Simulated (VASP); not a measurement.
Si15Au, 16 atoms in the cell. The structure is cubic, space group F-43m (No. 216). Conventional cell: a = 10.874 Å, b = 10.874 Å, c = 10.874 Å, α = 90.00°, β = 90.00°, γ = 90.00°. Au (site symmetry -43m) has 4 Si at 2.40 Å within 3.2 Å. Within 3.1 Å of Si (site symmetry 2mm) lie 4 Si at 2.34 to 2.35 Å. Si (site symmetry -43m) has 4 Si at 2.35 Å within 3.1 Å. Si (site symmetry 3m) has 3 Si at 2.34 Å and 1 Au at 2.40 Å within 3.1 Å. Within 3.1 Å of Si (site symmetry 3m) lie 4 Si at 2.35 Å. 

| Property | Result |
| --- | --- |
| Program | VASP 6.6.1 |
| Task | single point |
| Functional | PBEsol |
| Potentials or basis | VASP PAW PBE potentials, release 64 (Au, Si) |
| Cutoff | 520 eV |
| k mesh | 3 × 3 × 3 |
| Occupations | gaussian, width 0.05 eV |
| Spin | collinear spin |
| Starting moments | [0.75, 0.0, 0.0, 0.0, 0.0, 0.0, 0.0, 0.0, 0.0, 0.0, 0.0, 0.0, 0.0, 0.0, 0.0, 0.0] μB |
| Fixed moment | 0.75 μB |
| Dipole correction | no |
| Further INCAR settings | LREAL = Auto; ALGO = Normal; EDIFF = 1e-07; NBANDS = 54 |

Potentials or basis: VASP PAW PBE potentials, release 64 (Au, Si).

The run is started by

```sh
$ cat potpaw_PBE.64/Au/POTCAR potpaw_PBE.64/Si/POTCAR > POTCAR
$ mpirun -np 1 vasp_std > vasp.out
```

Hardware: 1 thread of Intel(R) Xeon(R) Platinum 8488C (Sapphire Rapids) (shared host).

Q: Estimate the wall time of this run.

A: Run time: 4.1 min on 1 thread of Intel(R) Xeon(R) Platinum 8488C (Sapphire Rapids) (shared host), peak memory 0.66 GiB. Counts: scf iterations 16, k points 4.
